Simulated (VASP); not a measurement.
# TaSi2 (P6_422) in VASP: a series of runs

Runs on TaSi2. Level: BLYP. Tasks: single point, relaxation of cell and atoms.

Program: VASP 6.6.1. These are calculated values, not measurements. Logs are shortened: lines on timing, memory, paths and dates and some standing lists are left out, and cuts for length are marked.

## (1) The cell of the first run

The structure is hexagonal, space group P6_422 (No. 181). The conventional cell has a = 4.909 Å, b = 4.909 Å, c = 6.626 Å, α = 90.00°, β = 90.00°, γ = 120.00°. Within 3.5 Å of Ta (site symmetry 222) lie 10 Si at 2.64 to 2.90 Å and 4 Ta at 3.30 Å. Within 3.4 Å of Si (site symmetry 2) lie 9 Si at 2.59 to 3.39 Å and 5 Ta at 2.64 to 2.90 Å.

## (2) Single point, BLYP

INCAR reads:

```
SYSTEM = TaSi2
PREC     = Accurate       ! precision mode
ENCUT    = 520            ! plane-wave cutoff, eV
EDIFF    = 1E-6           ! SCF threshold, eV
ISMEAR   = -1             ! smearing method
SIGMA    = 0.05           ! smearing width, eV
LREAL    = .False.        ! projectors in reciprocal space
LASPH    = .True.         ! aspherical terms in the spheres
NELM     = 100            ! most SCF steps
ALGO     = Normal         ! electronic algorithm
ISIF     = 2              ! what is computed and relaxed
LWAVE    = .False.        ! write WAVECAR
LCHARG   = .False.        ! write CHGCAR
GGA      = B5             ! functional
ALDAX    = 1.0          
AGGAX    = 1.0          
AGGAC    = 1.0          
ALDAC    = 0.0          
NBANDS   = 38             ! bands
```

KPOINTS reads:

```
Automatic mesh
0
Gamma
  5 5 3
  0 0 0
```

POSCAR reads:

```
TaSi2
1.0
    4.9092503573      0.0000000000      0.0000000000
   -2.4546251787      4.2515355230      0.0000000000
    0.0000000000      0.0000000000      6.6258584683
Ta Si
3 6
Direct
    0.0000000000      0.5000000000      0.3333333333
    0.5000000000      0.5000000000      0.6666666667
    0.5000000000      0.0000000000      0.0000000000
    0.3171564474      0.1585782237      0.3333333333
    0.1585782237      0.8414217763      0.6666666667
    0.8414217763      0.6828435526      0.0000000000
    0.6828435526      0.8414217763      0.3333333333
    0.8414217763      0.1585782237      0.6666666667
    0.1585782237      0.3171564474      0.0000000000
```

Potentials or basis: VASP PAW PBE potentials, release 64 (Ta_pv, Si).

The run is started by

```
> cat potpaw_PBE.64/Ta_pv/POTCAR potpaw_PBE.64/Si/POTCAR > POTCAR
> mpirun -np 1 vasp_std > vasp.out
```

OUTCAR:

```text
SYSTEM = TaSi2
   PREC = Accurate
   ENCUT = 520
   EDIFF = 1E-6
   ISMEAR = -1
   LREAL = .False.
   LASPH = .True.
   NELM = 100
   ISIF = 2
   GGA = B5

 ion  position               nearest neighbor table
   1  0.000  0.500  0.333-   6 2.64   9 2.64   8 2.64   5 2.64   4 2.80   7 2.80   4 2.80   7 2.80
                             7 2.90   4 2.90   3 3.30   3 3.30   2 3.30   2 3.30
   2  0.500  0.500  0.667-   6 2.64   9 2.64   7 2.64   4 2.64   5 2.80   8 2.80   5 2.80   8 2.80
                             8 2.90   5 2.90   3 3.30   3 3.30   1 3.30   1 3.30
   3  0.500  0.000  0.000-   5 2.64   8 2.64   7 2.64   4 2.64   9 2.80   6 2.80   9 2.80   6 2.80
                             9 2.90   6 2.90   1 3.30   1 3.30   2 3.30   2 3.30
   4  0.317  0.159  0.333-   9 2.59   5 2.59   3 2.64   2 2.64   7 2.70   1 2.80   1 2.80   1 2.90
                             7 2.91   7 2.91
   5  0.159  0.841  0.667-   6 2.59   4 2.59   3 2.64   1 2.64   8 2.70   2 2.80   2 2.80   2 2.90
                             8 2.91   8 2.91
   6  0.841  0.683  0.000-   5 2.59   7 2.59   2 2.64   1 2.64   9 2.70   3 2.80   3 2.80   3 2.90
                             9 2.91   9 2.91
   7  0.683  0.841  0.333-   6 2.59   8 2.59   3 2.64   2 2.64   4 2.70   1 2.80   1 2.80   1 2.90
                             4 2.91   4 2.91
   8  0.841  0.159  0.667-   9 2.59   7 2.59   3 2.64   1 2.64   5 2.70   2 2.80   2 2.80   2 2.90
                             5 2.91   5 2.91
   9  0.159  0.317  0.000-   8 2.59   4 2.59   2 2.64   1 2.64   6 2.70   3 2.80   3 2.80   3 2.90
                             6 2.91   6 2.91

  LATTYP: Found a hexagonal cell.
 ALAT       =     4.9092503573
 C/A-ratio  =     1.3496680727

  Lattice vectors:

 A1 = (   4.9092503573,   0.0000000000,   0.0000000000)
 A2 = (  -2.4546251787,   4.2515355230,   0.0000000000)
 A3 = (   0.0000000000,   0.0000000000,   6.6258584683)

Analysis of symmetry for initial positions (statically):
=====================================================================
 Subroutine PRICEL returns:
 Original cell was already a primitive cell.

 Routine SETGRP: Setting up the symmetry group for a
 hexagonal supercell.

 Subroutine GETGRP returns: Found 12 space group operations
 (whereof  4 operations were pure point group operations)
 out of a pool of 24 trial point group operations.

The static configuration has the point symmetry D_2 .
 The point group associated with its full space group is D_6 .

Analysis of symmetry for dynamics (positions and initial velocities):
=====================================================================
 Subroutine PRICEL returns:
 Original cell was already a primitive cell.

 Routine SETGRP: Setting up the symmetry group for a
[... 117 lines left out ...]
   NELECT =      57.0000    total number of electrons
   NUPDOWN=      -1.0000    fix difference up-down
   EMIN   =  10.00;   EMAX   =-10.00  energy-range for DOS
   EFERMI =   0.00;   METHOD = LEGACY
   ISMEAR =    -1;   SIGMA  =   0.05  broadening in eV -4-tet -1-fermi 0-gaus
   EFERMI_NEDOS =   21; number of points for ismear=-14 and -15
   IALGO  =     38    algorithm
   IMIX   =      4    mixing-type and parameters
     AMIX     =   0.40;   BMIX     =  1.00
     AMIX_MAG =   1.60;   BMIX_MAG =  1.00
  volume/ion in A,a.u.               =      15.37       103.69
  Fermi-wavevector in a.u.,A,eV,Ry     =   1.218331  2.302312 20.195551  1.484331
  Thomas-Fermi vector in A             =   2.353621
   LORBIT       =      0    0 simple, 1 ext, 2 COOP (PROOUT), +10 PAW based schemes
   GGA     = B5    functional components
   LHFCALC =     F    Hartree Fock is set to
   AEXX    =    0.0000 exact exchange contribution
   IVDW    =     0    specifies the selected vdW correction
   LEPSILON=     F    determine dielectric tensor
   LRPA    =     F    only Hartree local field effects (RPA)
 non-spin polarized calculation
  energy-cutoff  :      520.00
  volume of cell :      138.29
 maximum number of plane-waves:      3743
 NGX is ok and might be reduce to    40
   NGX = 19   NGY = 19   NGZ = 25

 number of electron      57.0000004 magnetization

 Free energy of the ion-electron system (eV)
  ---------------------------------------------------
  ext. energy  EPLUGINS =         0.00000000
  ---------------------------------------------------
  free energy    TOTEN  =       -60.50624773 eV

  energy without entropy =      -60.48114984  energy(sigma->0) =      -60.49369879

 E-fermi :   9.1692     XC(G=0): -11.1608

 val. band max:        9.1365310724   @ k =   0.0000   0.0000   0.3333
 cond. band min:       9.2667752961   @ k =   0.2000   0.2000   0.3333
 fundamental gap:      0.1302442237
 Fermi energy:         9.1691824500

 k-point     1 :       0.0000    0.0000    0.0000
  band No.  band energies     occupation
      1     -25.2242      2.00000
      2     -25.2049      2.00000
      3     -25.2049      2.00000
      4     -25.1545      2.00000
      5     -25.1545      2.00000
      6     -25.0782      2.00000
[... 399 lines left out ...]
     37      12.2101      0.00000
     38      12.4300      0.00000

------------------------ aborting loop because EDIFF is reached ----------------------------------------

  FORCE on cell =-STRESS in cart. coord.  units (eV):
  Direction    XX          YY          ZZ          XY          YZ          ZX
  --------------------------------------------------------------------------------------
  -------------------------------------------------------------------------------------
  Total        0.6853393      0.6853393      0.7877190     -0.0000000      0.0000000     -0.0000000
  in kB        7.9398638      7.9398638      9.1259646     -0.0000000      0.0000000     -0.0000000
  external PRESSURE =       8.3352307 kB  Pullay stress =       0.0000000 kB

 VOLUME and BASIS-vectors are now :
 -----------------------------------------------------------------------------
  energy-cutoff  :      520.00
  volume of cell :      138.29
      direct lattice vectors                 reciprocal lattice vectors
     4.909250357  0.000000000  0.000000000     0.203697088  0.117604568  0.000000000
    -2.454625179  4.251535523  0.000000000     0.000000000  0.235209137  0.000000000
     0.000000000  0.000000000  6.625858468     0.000000000  0.000000000  0.150923839

 POSITION                                       TOTAL-FORCE (eV/Angst)
 -----------------------------------------------------------------------------------
     -1.22731      2.12577      2.20862         0.000000     -0.000000      0.000000
      1.22731      2.12577      4.41724         0.000000     -0.000000      0.000000
      2.45463      0.00000      0.00000         0.000000     -0.000000     -0.000000
      1.16775      0.67420      2.20862        -0.001151     -0.000664     -0.000000
     -1.28687      3.57733      4.41724        -0.001151      0.000664     -0.000000
      2.45463      2.90313      0.00000        -0.000000      0.001329     -0.000000
      1.28687      3.57733      2.20862         0.001151      0.000664     -0.000000
      3.74150      0.67420      4.41724         0.001151     -0.000664     -0.000000
     -0.00000      1.34840      0.00000         0.000000     -0.001329     -0.000000
 -----------------------------------------------------------------------------------
    total drift:                               -0.000000     -0.000000     -0.000000

  FREE ENERGIE OF THE ION-ELECTRON SYSTEM (eV)
  ---------------------------------------------------
  free  energy   TOTEN  =       -60.5062477328 eV

  energy  without entropy=      -60.4811498395  energy(sigma->0) =      -60.49369879
```

OSZICAR:

```text
N       E                     dE             d eps       ncg     rms          rms(c)
DAV:   1     0.384605589406E+03    0.38461E+03   -0.27646E+04   760   0.139E+03
DAV:   2    -0.431452560693E+02   -0.42775E+03   -0.41618E+03   860   0.351E+02
DAV:   3    -0.625242819815E+02   -0.19379E+02   -0.18901E+02   976   0.645E+01
DAV:   4    -0.629189207062E+02   -0.39464E+00   -0.39190E+00   968   0.912E+00
DAV:   5    -0.629251226306E+02   -0.62019E-02   -0.61964E-02   956   0.120E+00    0.270E+01
DAV:   6    -0.605992101036E+02    0.23259E+01   -0.11841E+01   970   0.145E+01    0.115E+01
DAV:   7    -0.605140066594E+02    0.85203E-01   -0.72761E-01   960   0.364E+00    0.486E+00
DAV:   8    -0.605049065604E+02    0.91001E-02   -0.74676E-02   978   0.147E+00    0.410E-01
DAV:   9    -0.605057556171E+02   -0.84906E-03   -0.71050E-03  1024   0.352E-01    0.203E-01
DAV:  10    -0.605062558375E+02   -0.50022E-03   -0.16373E-03   970   0.213E-01    0.430E-02
DAV:  11    -0.605062497700E+02    0.60675E-05   -0.53426E-05   968   0.430E-02    0.141E-02
DAV:  12    -0.605062481539E+02    0.16161E-05   -0.12491E-05   976   0.205E-02    0.335E-03
DAV:  13    -0.605062477328E+02    0.42111E-06   -0.11729E-06   592   0.524E-03
   1 F= -.60506248E+02 E0= -.60493699E+02  d E =-.250979E-01
```

Run time: 44 s. Hardware: 1 thread of Intel Xeon 6975P-C (Granite Rapids), shared host; peak memory 0.27 GiB.

What came out:

| Property | Result |
| --- | --- |
| Free energy | -60.5062 eV |
| Pressure | 0.8 GPa |

Levels at points of the mesh, in eV from the Fermi level:
```
           k point  band 27  band 28  band 29  band 30  band 31  band 32
(0.00, 0.00, 0.00)    -2.01    -2.01    -1.33     0.87     2.82     2.82
```

Caveat: the PAW data sets were made with another functional, which shifts forces and pressure a little; spin-orbit coupling is left out, which moves the levels of the heavy elements.

## (3) Relaxation of cell and atoms, BLYP

This run uses another cell than the first one, of 14.47 Å³/atom, 0.942 times its volume.

INCAR reads:

```
SYSTEM = TaSi2
AGGAC = 1.0
AGGAX = 1.0
ALDAC = 0.0
ALDAX = 1.0
ALGO = Normal
EDIFF = 1E-7
EDIFFG = -0.01
ENCUT = 600
GGA = B5
IBRION = 2
ISIF = 3
ISMEAR = -1
LASPH = .True.
LCHARG = .False.
LREAL = .False.
LWAVE = .False.
NELM = 100
NSW = 60
PREC = Accurate
SIGMA = 0.05
```

KPOINTS reads:

```
k-points
0
Gamma
  5 5 3
  0 0 0
```

POSCAR reads:

```
TaSi2
1.0
    4.7839000000      0.0000000000      0.0000000000
   -2.3919500000      4.1429789292      0.0000000000
    0.0000000000      0.0000000000      6.5700000000
Ta Si
3 6
Direct
    0.0000000000      0.5000000000      0.3333333333
    0.5000000000      0.5000000000      0.6666666667
    0.5000000000      0.0000000000      0.0000000000
    0.3179400000      0.1589700000      0.3333333333
    0.1589700000      0.8410300000      0.6666666667
    0.8410300000      0.6820600000      0.0000000000
    0.6820600000      0.8410300000      0.3333333333
    0.8410300000      0.1589700000      0.6666666667
    0.1589700000      0.3179400000      0.0000000000
```

Potentials or basis: VASP PAW PBE potentials, release 64 (Ta_pv, Si).

The run is started by

```
> cat potpaw_PBE.64/Ta_pv/POTCAR potpaw_PBE.64/Si/POTCAR > POTCAR
> mpirun -np 1 vasp_std > vasp.out
```

Run time: 5.7 min. Hardware: 1 thread of Intel Xeon 6975P-C (Granite Rapids), shared host; peak memory 0.31 GiB.

Results (log left out):

| Quantity | Value |
| --- | --- |
| Free energy | -60.5068 eV |
| Relaxed volume | 15.45 Å³/atom |
| Relaxed cell | a = 4.919 Å, b = 4.919 Å, c = 6.635 Å, α = 90.00°, β = 90.00°, γ = 120.00° |
| Space group after relaxing (to 0.05 Å) | P6_422 (No. 181) |
| Energy gained by relaxing | 33.9 meV/atom |
| Ionic steps | 9 |
| Pressure after relaxing | 0.0 GPa |

The path:
| step | energy change (eV) | largest force (eV/Å) | pressure (GPa) | volume (Å³) |
| --- | --- | --- | --- | --- |
| 1 | 0.0000 | 0.0155 | 11.38 | 130.21 |
| 2 | 0.1157 | 0.0507 | -10.56 | 150.56 |
| 3 | -0.2925 | 0.0042 | -0.31 | 139.02 |
| 4 | -0.2925 | 0.0036 | -0.11 | 138.84 |
| 5 | -0.3050 | 0.0317 | 0.10 | 138.96 |
| 6 | -0.3050 | 0.0310 | 0.09 | 138.96 |
| 7 | -0.3052 | 0.0171 | -0.09 | 139.12 |
| 8 | -0.3052 | 0.0146 | -0.12 | 139.15 |
| 9 | -0.3053 | 0.0004 | 0.00 | 139.04 |

Final structure:
```
Ta Si
1.0
     4.91898    0.00000    0.00000
    -2.45949    4.25996    0.00000
     0.00000    0.00000    6.63520
Ta Si
3 6
Direct
  0.00000 0.50000 0.33333
  0.50000 0.50000 0.66667
  0.50000 0.00000 0.00000
  0.31718 0.15859 0.33333
  0.15859 0.84141 0.66667
  0.84141 0.68282 0.00000
  0.68282 0.84141 0.33333
  0.84141 0.15859 0.66667
  0.15859 0.31718 0.00000
```

Levels at points of the mesh, in eV from the Fermi level:
| k point | band 26 | band 27 | band 28 | band 29 | band 30 | band 31 | band 32 | band 33 |
| --- | --- | --- | --- | --- | --- | --- | --- | --- |
| (0.00, 0.00, 0.00) | -2.17 | -2.00 | -2.00 | -1.32 | 0.87 | 2.79 | 2.79 | 2.98 |

Caveat: the PAW data sets were made with another functional, which shifts forces and pressure a little; spin-orbit coupling is left out, which moves the levels of the heavy elements. Zero-point motion and thermal expansion aren't in these numbers.
